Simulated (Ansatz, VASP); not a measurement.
## One calculation of Mo, two programs

File INCAR:

```
  PREC = Accurate
  ENCUT = 520
  EDIFF = 1E-7
  ISMEAR = 0
  SIGMA = 0.15
  LREAL = F
  LASPH = T
  NELM = 80
  ALGO = Normal
  ISIF = 2
  LWAVE = F
  LCHARG = F
  GGA = PE
  NBANDS = 13
```

KPOINTS

```
regular mesh
0
Gamma
  22 22 22
```

Contents of POSCAR:

```
Mo
1.0
   -1.5081600000      1.5081600000      1.5081600000
    1.5081600000     -1.5081600000      1.5081600000
    1.5081600000      1.5081600000     -1.5081600000
Mo
1
Direct
    0.0000000000      0.0000000000      0.0000000000
```

Input for Ansatz:

```yaml
crystal:
  lattice:
    - [-1.50816, 1.50816, 1.50816]
    - [1.50816, -1.50816, 1.50816]
    - [1.50816, 1.50816, -1.50816]
  atoms:
    - { symbol: Mo, position: [0.0, 0.0, 0.0] }
basis:
  ecutwfc: 420
kpoints:
  mp_grid: { grid: [22, 22, 22] }
hamiltonian:
  xc: pbe
scf:
  occupations: { method: gaussian, width: 0.15 }
output:
  forces: true
  stress: true
  eigenvalues: true
```

Change from the starting cell: strain -0.040 along x and y, -0.040 along z, atoms carried along.

Alike in both runs: task single point; functional PBE; k mesh 22 × 22 × 22; occupations gaussian, width 0.15 eV; no spin polarisation.

```csv
,VASP,Ansatz
version,VASP 6.6.1,Ansatz 0.2.0
potentials or method,"VASP PAW PBE potentials, release 64 (Mo_sv), cutoff 520 eV","scalar-relativistic, plane waves, PAW"
valence electrons in the cell,14,14
```

Ansatz gave:

- gap on the k mesh at the Fermi level (eV): none
- pressure (GPa): 48.6

Task: Which values does VASP return?

Result: gap on the k mesh at the Fermi level (eV): none; pressure (GPa): 49.5.

A gap of «none» marks a metal or a gap that the smearing closes. Both programs put the cell under a high pressure, so it lies far from rest at this level.
